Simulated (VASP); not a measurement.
Runs of VASP 6.6.1 on SiC. The structure is that of space group R-3m (No. 166), or close to it. The cells are those of the table. 

```tsv
level	cell	k mesh	gap on the mesh (eV)	pressure (GPa)	largest force (eV/Å)
r2SCAN	a = 5.497 Å, angles 31.9°, 4 atoms	8 × 8 × 8	0.60	14.3	0.30
PBE	a = 5.518 Å, angles 31.9°, 4 atoms	8 × 8 × 8	0.32	13.7	0.30
r2SCAN	a = 5.554 Å, angles 31.9°, 4 atoms	8 × 8 × 8	0.65	(b)	0.15
PBE	a = 5.689 Å, angles 31.9°, 4 atoms	8 × 8 × 8	0.48	-5.5	(c)
PBE	a = 5.611 Å, angles 31.9°, 4 atoms	10 × 10 × 10	0.49	(a)	0.23
```

Alike in all rows: task single point; potentials or basis VASP PAW PBE potentials, release 64 (C, Si); no spin polarisation; cutoff (eV) 520; smearing gaussian 0.01 eV.

Fill in the values left out.

(a) 2.5; (b) 6.6; (c) 0.12.

Caveats: the PAW data sets were made with another functional, which shifts forces and pressure a little (some runs).

A k mesh can miss the band edges.
